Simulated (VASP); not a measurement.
# TaN (P-62m) in VASP: a series of runs, part 3 of 3

VASP 6.6.1.

## 5. Electric field gradients, PBEsol (11.57 Å³/atom)

This run uses another cell than the first one, of 11.57 Å³/atom.

File INCAR:

```
SYSTEM = TaN
  ALGO = Normal
  EDIFF = 1E-8
  ENCUT = 520
  GGA = PS
  ISIF = 2
  ISMEAR = -1
  LASPH = .TRUE.
  LCHARG = .FALSE.
  LEFG = .TRUE.
  LREAL = .FALSE.
  LWAVE = .FALSE.
  NBANDS = 33
  NELM = 100
  PREC = Accurate
  SIGMA = 0.01
```

File KPOINTS:

```
k-points
0
G
  6 6 9
  0 0 0
```

File POSCAR:

```
TaN
1.0
    5.2304124715      0.0000000000      0.0000000000
   -2.6152062357      4.5296700726      0.0000000000
    0.0000000000      0.0000000000      2.9302787075
Ta N
3 3
Direct
    0.3333333333      0.6666666667      0.5000000000
    0.6666666667      0.3333333333      0.5000000000
    0.0000000000      0.0000000000      0.0000000000
    0.3928500000      0.0000000000      0.0000000000
    0.6071500000      0.6071500000      0.0000000000
    0.0000000000      0.3928500000      0.0000000000
```

Potentials or basis: VASP PAW PBE potentials, release 64 (Ta_pv, N).

The run is started by

```bash
$ cat potpaw_PBE.64/Ta_pv/POTCAR potpaw_PBE.64/N/POTCAR > POTCAR
$ mpirun -np 1 vasp_std > vasp.out
```

OUTCAR:

```text
SYSTEM = TaN
   EDIFF = 1E-8
   ENCUT = 520
   GGA = PS
   ISIF = 2
   ISMEAR = -1
   LASPH = .TRUE.
   LREAL = .FALSE.
   NELM = 100
   PREC = Accurate

 ion  position               nearest neighbor table
   1  0.333  0.667  0.500-   4 2.18   4 2.18   6 2.18   6 2.18   5 2.18   5 2.18   2 3.02   2 3.02
                             2 3.02   3 3.36   3 3.36   3 3.36   3 3.36   3 3.36   3 3.36
   2  0.667  0.333  0.500-   6 2.18   6 2.18   4 2.18   4 2.18   5 2.18   5 2.18   1 3.02   1 3.02
                             1 3.02   3 3.36   3 3.36   3 3.36   3 3.36   3 3.36   3 3.36
   3  0.000  0.000  0.000-   6 2.05   4 2.05   5 2.05   2 3.36   1 3.36   1 3.36   2 3.36   1 3.36
                             1 3.36   2 3.36   2 3.36   2 3.36   2 3.36   1 3.36   1 3.36
   4  0.393  0.000  0.000-   3 2.05   1 2.18   1 2.18   2 2.18   2 2.18
   5  0.607  0.607  0.000-   3 2.05   2 2.18   2 2.18   1 2.18   1 2.18
   6  0.000  0.393  0.000-   3 2.05   2 2.18   2 2.18   1 2.18   1 2.18

  LATTYP: Found a hexagonal cell.
 ALAT       =     5.2304124715
 C/A-ratio  =     0.5602385516

  Lattice vectors:

 A1 = (   5.2304124715,   0.0000000000,   0.0000000000)
 A2 = (  -2.6152062357,   4.5296700726,   0.0000000000)
 A3 = (   0.0000000000,   0.0000000000,   2.9302787075)

Analysis of symmetry for initial positions (statically):
=====================================================================
 Subroutine PRICEL returns:
 Original cell was already a primitive cell.

 Routine SETGRP: Setting up the symmetry group for a
 hexagonal supercell.

 Subroutine GETGRP returns: Found 12 space group operations
 (whereof 12 operations were pure point group operations)
 out of a pool of 24 trial point group operations.
[... 1050 lines left out ...]
  Total       -3.6512908     -3.6512908     -4.5133439     -0.0000000      0.0000000     -0.0000000
  in kB      -84.2646782    -84.2646782   -104.1591842     -0.0000000      0.0000000     -0.0000000
  external PRESSURE =     -90.8961802 kB  Pullay stress =       0.0000000 kB

 VOLUME and BASIS-vectors are now :
 -----------------------------------------------------------------------------
  energy-cutoff  :      520.00
  volume of cell :       69.42
      direct lattice vectors                 reciprocal lattice vectors
     5.230412472  0.000000000  0.000000000     0.191189510  0.110383315  0.000000000
    -2.615206236  4.529670073  0.000000000     0.000000000  0.220766631  0.000000000
     0.000000000  0.000000000  2.930278707     0.000000000  0.000000000  0.341264467

 POSITION                                       TOTAL-FORCE (eV/Angst)
 -----------------------------------------------------------------------------------
     -0.00000      3.01978      1.46514         0.000000      0.000000      0.000000
      2.61521      1.50989      1.46514         0.000000      0.000000      0.000000
      0.00000      0.00000      0.00000         0.000000     -0.000000      0.000000
      2.05477      0.00000      0.00000        -0.055796      0.000000     -0.000000
      1.58782      2.75019      0.00000         0.027898      0.048321      0.000000
     -1.02738      1.77948      0.00000         0.027898     -0.048321      0.000000
 -----------------------------------------------------------------------------------
    total drift:                               -0.000001     -0.000003      0.000000

  FREE ENERGIE OF THE ION-ELECTRON SYSTEM (eV)
  ---------------------------------------------------
  free  energy   TOTEN  =       -71.3819482251 eV

  energy  without entropy=      -71.3808925238  energy(sigma->0) =      -71.38142037

 Electric field gradients (V/A^2)
---------------------------------------------------------------------
 ion       V_xx      V_yy      V_zz      V_xy      V_xz      V_yz
---------------------------------------------------------------------
   1      96.008    96.009  -192.017     0.000     0.000    -0.000
   2      96.008    96.009  -192.017     0.001     0.000    -0.000
   3     -84.664   -84.664   169.328    -0.000     0.000     0.000
   4     -14.581     4.771     9.811    -0.001    -0.000     0.000
   5      -0.067    -9.744     9.811    -8.381     0.000    -0.000
   6      -0.067    -9.744     9.811     8.379    -0.000    -0.000
---------------------------------------------------------------------

 Electric field gradients after diagonalization (V/A^2)
 (convention: |V_zz| > |V_xx| > |V_yy|)
----------------------------------------------------------------------
 ion       V_xx      V_yy      V_zz     asymmetry (V_yy - V_xx)/ V_zz
----------------------------------------------------------------------
   1      96.009    96.008  -192.017       0.000
   2      96.009    96.008  -192.017       0.000
   3     -84.664   -84.663   169.328       0.000
   4       9.811     4.771   -14.581       0.346
   5       9.811     4.772   -14.582       0.346
   6       9.811     4.771   -14.581       0.346
----------------------------------------------------------------------

           NMR quadrupolar parameters

 Cq : quadrupolar parameter    Cq=e*Q*V_zz/h
 eta: asymmetry parameters     (V_yy - V_xx)/ V_zz
 Q  : nuclear electric quadrupole moment in mb (millibarn)
----------------------------------------------------------------------
 ion       Cq(MHz)       eta       Q (mb)
----------------------------------------------------------------------
   1      -0.464       0.000       1.000
   2      -0.464       0.000       1.000
   3       0.409       0.000       1.000
   4      -0.035       0.346       1.000
   5      -0.035       0.346       1.000
   6      -0.035       0.346       1.000
----------------------------------------------------------------------
```

OSZICAR:

```text
N       E                     dE             d eps       ncg     rms          rms(c)
DAV:   1     0.437639867066E+03    0.43764E+03   -0.25928E+04  2310   0.152E+03
DAV:   2    -0.518752363596E+02   -0.48952E+03   -0.46668E+03  2622   0.447E+02
DAV:   3    -0.800494871507E+02   -0.28174E+02   -0.27716E+02  2828   0.103E+02
DAV:   4    -0.806205274562E+02   -0.57104E+00   -0.56686E+00  2892   0.145E+01
DAV:   5    -0.806338347597E+02   -0.13307E-01   -0.13291E-01  2939   0.175E+00    0.421E+01
DAV:   6    -0.717171349264E+02    0.89167E+01   -0.45273E+01  2965   0.357E+01    0.177E+01
DAV:   7    -0.714737834548E+02    0.24335E+00   -0.23719E+00  2833   0.810E+00    0.103E+01
DAV:   8    -0.713981020098E+02    0.75681E-01   -0.40652E-01  2844   0.377E+00    0.102E+00
DAV:   9    -0.713828869579E+02    0.15215E-01   -0.42424E-02  2934   0.133E+00    0.359E-01
DAV:  10    -0.713822004094E+02    0.68655E-03   -0.99068E-03  2810   0.514E-01    0.197E-01
DAV:  11    -0.713820061676E+02    0.19424E-03   -0.22969E-03  3071   0.294E-01    0.538E-02
DAV:  12    -0.713819477309E+02    0.58437E-04   -0.25561E-04  2866   0.909E-02    0.194E-02
DAV:  13    -0.713819483054E+02   -0.57442E-06   -0.17058E-05  2878   0.233E-02    0.465E-03
DAV:  14    -0.713819483737E+02   -0.68364E-07   -0.49786E-07  2835   0.477E-03    0.120E-03
DAV:  15    -0.713819482279E+02    0.14584E-06   -0.79286E-08  3240   0.185E-03    0.378E-04
DAV:  16    -0.713819482251E+02    0.27344E-08   -0.37278E-09  1670   0.406E-04
   1 F= -.71381948E+02 E0= -.71381420E+02  d E =-.105570E-02
```

Wall time 61 s (1 thread of Intel Xeon 6975P-C (Granite Rapids), shared host); peak memory 0.22 GiB.

Results:

* Free energy: -71.3819 eV
* Pressure: -9.1 GPa
* Largest force: 0.056 eV/Å
* Band gap on the k mesh: zero (bands 24 and 25 overlap by 3.04 eV)
* Largest electric field gradient by atom: Ta -192.0, +169.3 (each value once); N -14.6 V/Å²

Forces in eV/Å, atoms in the order of the input:
```
Ta   0.000  0.000  0.000
Ta   0.000  0.000  0.000
Ta   0.000  0.000  0.000
N   -0.056  0.000  0.000
N    0.028  0.048  0.000
N    0.028 -0.048  0.000
```

Electric field gradients, principal values (V/Å²):
```csv
atom,least,middle,greatest (by size)
1 Ta,96.008,96.009,-192.017
2 Ta,96.008,96.009,-192.017
3 Ta,-84.663,-84.664,169.328
4 N,4.771,9.811,-14.581
5 N,4.772,9.811,-14.582
6 N,4.771,9.811,-14.581
```

Caveat: the cell stands under tension; without QUAD_EFG the Cq values of the log hold for a quadrupole moment of 1 mb, not for the nuclei; the PAW data sets were made with another functional, which shifts forces and pressure a little; spin-orbit coupling is left out, which moves the levels of the heavy elements.

## 6. Electric field gradients, PBEsol (12.02 Å³/atom)

This run uses another cell than the first one, of 12.02 Å³/atom.

File INCAR:

```
PREC = Accurate ; ENCUT = 520
EDIFF = 1E-8 ; ISMEAR = -1
SIGMA = 0.01 ; LREAL = False
LASPH = True ; NELM = 60
ALGO = Normal ; ISIF = 2
LWAVE = False ; LCHARG = False
GGA = PS ; LEFG = True
NBANDS = 33
```

File KPOINTS:

```
Automatic mesh
0
Gamma
  6 6 9
```

Edit POSCAR of step 5 so:

```diff
@@ -2,5 +2,5 @@
 1.0
-    5.2304124715      0.0000000000      0.0000000000
-   -2.6152062357      4.5296700726      0.0000000000
-    0.0000000000      0.0000000000      2.9302787075
+    5.2979091092      0.0000000000      0.0000000000
+   -2.6489545546      4.5881238755      0.0000000000
+    0.0000000000      0.0000000000      2.9680929261
 Ta N
```

Potentials or basis: VASP PAW PBE potentials, release 64 (Ta_pv, N).

The run is started by

```bash
$ cat potpaw_PBE.64/Ta_pv/POTCAR potpaw_PBE.64/N/POTCAR > POTCAR
$ mpirun -np 1 vasp_std > vasp.out
```

OUTCAR:

```text
PREC = Accurate
   ENCUT = 520
   EDIFF = 1E-8
   ISMEAR = -1
   LREAL = False
   LASPH = True
   NELM = 60
   ISIF = 2
   GGA = PS

 ion  position               nearest neighbor table
   1  0.333  0.667  0.500-   4 2.21   4 2.21   6 2.21   6 2.21   5 2.21   5 2.21   2 3.06   2 3.06
                             2 3.06   3 3.40   3 3.40   3 3.40   3 3.40   3 3.40   3 3.40
   2  0.667  0.333  0.500-   6 2.21   6 2.21   4 2.21   4 2.21   5 2.21   5 2.21   1 3.06   1 3.06
                             1 3.06   3 3.40   3 3.40   3 3.40   3 3.40   3 3.40   3 3.40
   3  0.000  0.000  0.000-   5 2.08   6 2.08   4 2.08   2 3.40   1 3.40   1 3.40   2 3.40   1 3.40
                             1 3.40   2 3.40   2 3.40   2 3.40   2 3.40   1 3.40   1 3.40
   4  0.393  0.000  0.000-   3 2.08   1 2.21   1 2.21   2 2.21   2 2.21
   5  0.607  0.607  0.000-   3 2.08   2 2.21   2 2.21   1 2.21   1 2.21
   6  0.000  0.393  0.000-   3 2.08   2 2.21   2 2.21   1 2.21   1 2.21

  LATTYP: Found a hexagonal cell.
 ALAT       =     5.2979091092
 C/A-ratio  =     0.5602385516

  Lattice vectors:

 A1 = (   5.2979091092,   0.0000000000,   0.0000000000)
 A2 = (  -2.6489545546,   4.5881238755,   0.0000000000)
 A3 = (   0.0000000000,   0.0000000000,   2.9680929261)

Analysis of symmetry for initial positions (statically):
=====================================================================
 Subroutine PRICEL returns:
 Original cell was already a primitive cell.

 Routine SETGRP: Setting up the symmetry group for a
 hexagonal supercell.

 Subroutine GETGRP returns: Found 12 space group operations
 (whereof 12 operations were pure point group operations)
 out of a pool of 24 trial point group operations.

The static configuration has the point symmetry D_3h.

Analysis of symmetry for dynamics (positions and initial velocities):
=====================================================================
[... 1047 lines left out ...]
  external PRESSURE =    -195.5693472 kB  Pullay stress =       0.0000000 kB

 VOLUME and BASIS-vectors are now :
 -----------------------------------------------------------------------------
  energy-cutoff  :      520.00
  volume of cell :       72.15
      direct lattice vectors                 reciprocal lattice vectors
     5.297909109  0.000000000  0.000000000     0.188753710  0.108977005  0.000000000
    -2.648954555  4.588123876  0.000000000     0.000000000  0.217954011  0.000000000
     0.000000000  0.000000000  2.968092926     0.000000000  0.000000000  0.336916675

 POSITION                                       TOTAL-FORCE (eV/Angst)
 -----------------------------------------------------------------------------------
     -0.00000      3.05875      1.48405         0.000000      0.000000      0.000000
      2.64895      1.52937      1.48405         0.000000      0.000000      0.000000
      0.00000      0.00000      0.00000         0.000000      0.000000      0.000000
      2.08128      0.00000      0.00000        -0.211302      0.000000      0.000000
      1.60831      2.78568      0.00000         0.105651      0.182993      0.000000
     -1.04064      1.80244      0.00000         0.105651     -0.182993     -0.000000
 -----------------------------------------------------------------------------------
    total drift:                               -0.000001     -0.000002      0.000001

  FREE ENERGIE OF THE ION-ELECTRON SYSTEM (eV)
  ---------------------------------------------------
  free  energy   TOTEN  =       -71.1374647909 eV

  energy  without entropy=      -71.1364232641  energy(sigma->0) =      -71.13694403

 Electric field gradients (V/A^2)
---------------------------------------------------------------------
 ion       V_xx      V_yy      V_zz      V_xy      V_xz      V_yz
---------------------------------------------------------------------
   1      89.459    89.459  -178.917     0.000     0.000    -0.000
   2      89.459    89.459  -178.917     0.000     0.000    -0.000
   3     -76.525   -76.525   153.050     0.000     0.000    -0.000
   4     -14.873     4.856    10.017    -0.001    -0.000     0.000
   5      -0.076    -9.941    10.017    -8.544     0.000    -0.000
   6      -0.076    -9.941    10.017     8.543    -0.000    -0.000
---------------------------------------------------------------------

 Electric field gradients after diagonalization (V/A^2)
 (convention: |V_zz| > |V_xx| > |V_yy|)
----------------------------------------------------------------------
 ion       V_xx      V_yy      V_zz     asymmetry (V_yy - V_xx)/ V_zz
----------------------------------------------------------------------
   1      89.459    89.458  -178.917       0.000
   2      89.459    89.458  -178.917       0.000
   3     -76.525   -76.525   153.050       0.000
   4      10.017     4.856   -14.873       0.347
   5      10.017     4.857   -14.874       0.347
   6      10.017     4.856   -14.873       0.347
----------------------------------------------------------------------

           NMR quadrupolar parameters

 Cq : quadrupolar parameter    Cq=e*Q*V_zz/h
 eta: asymmetry parameters     (V_yy - V_xx)/ V_zz
 Q  : nuclear electric quadrupole moment in mb (millibarn)
----------------------------------------------------------------------
 ion       Cq(MHz)       eta       Q (mb)
----------------------------------------------------------------------
   1      -0.433       0.000       1.000
   2      -0.433       0.000       1.000
   3       0.370       0.000       1.000
   4      -0.036       0.347       1.000
   5      -0.036       0.347       1.000
   6      -0.036       0.347       1.000
----------------------------------------------------------------------
```

OSZICAR:

```text
N       E                     dE             d eps       ncg     rms          rms(c)
DAV:   1     0.433327000586E+03    0.43333E+03   -0.25890E+04  2310   0.151E+03
DAV:   2    -0.516676359661E+02   -0.48499E+03   -0.46241E+03  2653   0.442E+02
DAV:   3    -0.798745895810E+02   -0.28207E+02   -0.27751E+02  2816   0.102E+02
DAV:   4    -0.804729388727E+02   -0.59835E+00   -0.59370E+00  2876   0.147E+01
DAV:   5    -0.804901691333E+02   -0.17230E-01   -0.17209E-01  2996   0.191E+00    0.390E+01
DAV:   6    -0.715514767714E+02    0.89387E+01   -0.47737E+01  2957   0.356E+01    0.162E+01
DAV:   7    -0.712370510237E+02    0.31443E+00   -0.25123E+00  2868   0.828E+00    0.971E+00
DAV:   8    -0.711547242624E+02    0.82327E-01   -0.46822E-01  2838   0.401E+00    0.105E+00
DAV:   9    -0.711385462196E+02    0.16178E-01   -0.45508E-02  2993   0.130E+00    0.376E-01
DAV:  10    -0.711377444018E+02    0.80182E-03   -0.10881E-02  2893   0.526E-01    0.205E-01
DAV:  11    -0.711375323137E+02    0.21209E-03   -0.26105E-03  3027   0.308E-01    0.588E-02
DAV:  12    -0.711374643198E+02    0.67994E-04   -0.28675E-04  2917   0.942E-02    0.219E-02
DAV:  13    -0.711374648119E+02   -0.49204E-06   -0.24078E-05  2993   0.263E-02    0.484E-03
DAV:  14    -0.711374649507E+02   -0.13878E-06   -0.80252E-07  2911   0.612E-03    0.139E-03
DAV:  15    -0.711374647960E+02    0.15466E-06   -0.79114E-08  3177   0.195E-03    0.451E-04
DAV:  16    -0.711374647909E+02    0.51391E-08   -0.49882E-09  1761   0.453E-04
   1 F= -.71137465E+02 E0= -.71136944E+02  d E =-.104153E-02
```

Wall time 62 s (1 thread of Intel Xeon 6975P-C (Granite Rapids), shared host); peak memory 0.22 GiB.

Results:

| Property | Result |
| --- | --- |
| Free energy | -71.1375 eV |
| Pressure | -19.6 GPa |
| Largest force | 0.211 eV/Å |
| Band gap on the k mesh | zero (bands 24 and 25 overlap by 2.93 eV) |
| Largest electric field gradient by atom | Ta -178.9, +153.1 (each value once); N -14.9 V/Å² |

Forces in eV/Å, atoms in the order of the input:
```
Ta   0.000  0.000  0.000
Ta   0.000  0.000  0.000
Ta   0.000  0.000  0.000
N   -0.211  0.000  0.000
N    0.106  0.183  0.000
N    0.106 -0.183  0.000
```

Electric field gradients, principal values (V/Å²):
```csv
atom,least,middle,greatest (by size)
1 Ta,89.458,89.459,-178.917
2 Ta,89.458,89.459,-178.917
3 Ta,-76.525,-76.525,153.050
4 N,4.856,10.017,-14.873
5 N,4.857,10.017,-14.874
6 N,4.856,10.017,-14.873
```

Caveat: the cell stands under tension; without QUAD_EFG the Cq values of the log hold for a quadrupole moment of 1 mb, not for the nuclei; the PAW data sets were made with another functional, which shifts forces and pressure a little; spin-orbit coupling is left out, which moves the levels of the heavy elements.

## 7. Overview

| cell | gap on the mesh (eV) | pressure (GPa) | largest force (eV/Å) |
| --- | --- | --- | --- |
| a = 5.126, b = 5.126, c = 2.872 Å, angles 90.0, 90.0, 120.0°, 6 atoms | none | 11.5 | 0.22 |
| a = 5.179, b = 5.179, c = 2.901 Å, angles 90.0, 90.0, 120.0°, 6 atoms | none | 0.4 | 0.07 |
| a = 5.230, b = 5.230, c = 2.930 Å, angles 90.0, 90.0, 120.0°, 6 atoms | none | -9.1 | 0.06 |
| a = 5.298, b = 5.298, c = 2.968 Å, angles 90.0, 90.0, 120.0°, 6 atoms | none | -19.6 | 0.21 |

Alike in all rows: task electric field gradients; level PBEsol; potentials or basis VASP PAW PBE potentials, release 64 (Ta_pv, N); no spin polarisation; k mesh 6 × 6 × 9; cutoff (eV) 520; smearing fermi-dirac 0.01 eV.

Caveats: the PAW data sets were made with another functional, which shifts forces and pressure a little; spin-orbit coupling is left out, which moves the levels of the heavy elements; the cell stands under tension (at least some runs); the cell stands under pressure (at least some runs).

Total energies depend on the potentials used, so only differences within one code and one set of settings carry meaning.
